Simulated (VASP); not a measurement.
Runs of VASP 6.6.1 on LiF. The structure is that of space group P6_3mc (No. 186), or close to it. The cells are those of the table. 

```csv
cell,gap on the mesh (eV),largest force (eV/Å)
"a = 3.183, b = 3.183, c = 5.000 Å, angles 90.0, 90.0, 120.0°, 4 atoms",7.16,0.01
"a = 2.816, b = 2.816, c = 4.423 Å, angles 90.0, 90.0, 120.0°, 4 atoms",9.22,0.04
"a = 2.816, b = 2.816, c = 4.807 Å, angles 90.0, 90.0, 120.0°, 4 atoms",8.77,0.56
"a = 3.061, b = 3.061, c = 4.615 Å, angles 90.0, 90.0, 120.0°, 4 atoms",7.91,0.24
"a = 2.939, b = 2.939, c = 4.615 Å, angles 90.0, 90.0, 120.0°, 4 atoms",(a),(b)
```

Alike in all rows: task single point; level PBEsol; potentials or basis VASP PAW PBE potentials, release 64 (Li_sv, F); no spin polarisation; k mesh 9 × 9 × 6; cutoff (eV) 520; smearing gaussian 0.05 eV.

**Question.** Fill in the values left out.

**Answer.** (a) 8.42; (b) 0.02.

Caveats: the PAW data sets were made with another functional, which shifts forces and pressure a little.

A k mesh can miss the band edges.
